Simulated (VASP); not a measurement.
Wanted: the native input for a VASP 6.6.1 run.

```yaml
Task: single point
Functional: r2SCAN
Potentials_or_basis: VASP PAW PBE potentials, release 64 (Sr_sv)
Cutoff: 520 eV
k_mesh: 10 × 10 × 10
Occupations: fermi-dirac, width 0.1 eV
Spin: no spin polarisation
Dipole_correction: no
Further_INCAR_settings: ALGO = Normal; EDIFF = 1e-07; NBANDS = 11
```

Crystal: Sr.

```
CELL_PARAMETERS angstrom
-2.50768 2.50768 2.50768
2.50768 -2.50768 2.50768
2.50768 2.50768 -2.50768
ATOMIC_POSITIONS crystal
Sr 0.00000 0.00000 0.00000
```

This isn't the form of Sr at room conditions, which is fcc.

These files were run (other wordings do the same):

POSCAR

```
Sr
1.0
   -2.5076784663      2.5076784663      2.5076784663
    2.5076784663     -2.5076784663      2.5076784663
    2.5076784663      2.5076784663     -2.5076784663
Sr
1
Direct
    0.0000000000      0.0000000000      0.0000000000
```

INCAR.step1

```
PREC = Accurate
ENCUT = 520
ISMEAR = -1
SIGMA = 0.1
LREAL = F
LASPH = T
NELM = 100
NBANDS = 11
GGA = PE
ALGO = Normal
EDIFF = 1E-4
LWAVE = T
LCHARG = F
```

INCAR.step2

```
PREC = Accurate
ENCUT = 520
EDIFF = 1E-7
ISMEAR = -1
SIGMA = 0.1
LREAL = F
LASPH = T
NELM = 100
ALGO = Normal
ISIF = 2
LWAVE = F
LCHARG = T
METAGGA = R2SCAN
LMIXTAU = T
LELF = T
LVHAR = T
NBANDS = 11
ISTART = 1
```

KPOINTS

```
Automatic mesh
0
Gamma
  10 10 10
```

Potentials or basis: VASP PAW PBE potentials, release 64 (Sr_sv).

Launch:

```console
$ cat potpaw_PBE.64/Sr_sv/POTCAR > POTCAR
$ cp INCAR.step1 INCAR
$ mpirun -np 1 vasp_std > vasp.out
$ cp INCAR.step2 INCAR
$ mpirun -np 1 vasp_std > vasp.out
```

It gave:

The pressure is -1.1 GPa and the band gap on the k mesh is zero (bands 5 and 6 overlap by 0.25 eV).

Caveat: the PAW data sets were made with another functional, which shifts forces and pressure a little.

Run time: 2.1 min on 1 thread of Intel Xeon 8259CL (shared host), peak memory 0.2 GiB.
